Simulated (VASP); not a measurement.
Input of a VASP 6.6.1 run:

Contents of POSCAR:

```
C
1.0
    3.5636810397     -0.1337269459     -0.1705288297
    0.1337269459     -3.5474162666      0.0621852980
    0.1705288297      0.0621852980     -3.4704716639
C
8
Direct
    0.3817206812     -0.0321708273      0.0180064562
   -0.0565844240      0.5244900131     -0.0919739036
   -0.0397654341      0.0082036202      0.4972257487
    0.5657569696      0.4639232638      0.4904624493
    0.8640693287      0.7523049453      0.7532001679
    0.3128156122      0.1451856952      0.8423757632
    0.2246811366      0.7577580140      0.1658537059
    0.7473061299      0.3803052758      0.3248496124
```

File INCAR.step1:

```
PREC     = Accurate       # precision mode
ENCUT    = 660            # plane-wave cutoff, eV
ISMEAR   = 0              # smearing method
SIGMA    = 0.05           # smearing width, eV
LREAL    = F              # projectors in reciprocal space
LASPH    = T              # aspherical terms in the spheres
NELM     = 120            # most SCF steps
NBANDS   = 26             # bands
GGA      = PE             # functional
ALGO     = Normal         # electronic algorithm
EDIFF    = 1E-5           # SCF threshold, eV
LWAVE    = T              # write WAVECAR
LCHARG   = F              # write CHGCAR
GGA_COMPAT= F
```

INCAR.step2

```
PREC     = Accurate       # precision mode
ENCUT    = 660            # plane-wave cutoff, eV
EDIFF    = 1E-6           # SCF threshold, eV
ISMEAR   = 0              # smearing method
SIGMA    = 0.05           # smearing width, eV
LREAL    = F              # projectors in reciprocal space
LASPH    = T              # aspherical terms in the spheres
NELM     = 120            # most SCF steps
ALGO     = Normal         # electronic algorithm
ISIF     = 2              # what is computed and relaxed
LWAVE    = F              # write WAVECAR
LCHARG   = T              # write CHGCAR
METAGGA  = R2SCAN         # meta-GGA
LMIXTAU  = T            
LELF     = T              # ELF
LVHAR    = T            
NBANDS   = 26             # bands
ISTART   = 1            
GGA_COMPAT= F
```

KPOINTS

```
regular mesh
0
Gamma
  6 6 6
```

Potentials or basis: VASP PAW PBE potentials, release 64 (C).

Command:

```sh
$ cat potpaw_PBE.64/C/POTCAR > POTCAR
$ cp INCAR.step1 INCAR
$ mpirun -np 1 vasp_std > vasp.out
$ cp INCAR.step2 INCAR
$ mpirun -np 1 vasp_std > vasp.out
```

Q: What does it give for the pressure?

A: 357.7 GPa.

Q: What does it give for the band gap on the k mesh?

A: Zero (bands 16 and 17 overlap by 1.05 eV).

Q: What does it give for the largest force?

A: 121.674 eV/Å.

Stress tensor (GPa, compression positive):
```
 329.70   95.73  131.18
  95.73  350.55 -103.38
 131.18 -103.38  392.88
```

Caveat: the cell differs from its parent crystal (atoms moved at random and the cell strained at random); atoms lie so close that the PAW spheres overlap strongly, which falsifies energies and pressures; the stress differs along the axes, from 330 to 393 GPa; the PAW data sets were made with another functional, which shifts forces and pressure a little.
